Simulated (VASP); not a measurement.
Runs of VASP 6.6.1 on Mg. The structure is that of space group P6_3/mmc (No. 194), or close to it. The cells are those of the table. 

```csv
task,cell,k mesh,cutoff (eV),gap on the mesh (eV),pressure (GPa)
single point,"a = 3.085, b = 3.085, c = 10.047 Å, angles 90.0, 90.0, 120.0°, 4 atoms",13 × 13 × 4,520,none,5.3
single point,"a = 3.176, b = 3.176, c = 10.343 Å, angles 90.0, 90.0, 120.0°, 4 atoms",13 × 13 × 4,520,none,1.5
single point,"a = 3.131, b = 3.131, c = 10.197 Å, angles 90.0, 90.0, 120.0°, 4 atoms",13 × 13 × 4,520,none,3.2
relaxation of cell and atoms,"relaxed from a = 3.203, b = 3.203, c = 10.461 Å, angles 90.0, 90.0, 120.0°, 4 atoms",11 × 11 × 3,600,none,0.0
single point,"a = 3.303, b = 3.303, c = 10.757 Å, angles 90.0, 90.0, 120.0°, 4 atoms",13 × 13 × 4,520,none,(a)
```

Alike in all rows: level BLYP; potentials or basis VASP PAW PBE potentials, release 64 (Mg); no spin polarisation; smearing fermi-dirac 0.1 eV.

Q: Estimate the missing entries.

A: (a) -1.9.

Caveats: the PAW data sets were made with another functional, which shifts forces and pressure a little; the cell stands under pressure (at least some runs).

A gap of «none» marks levels without a gap at the run's occupations.
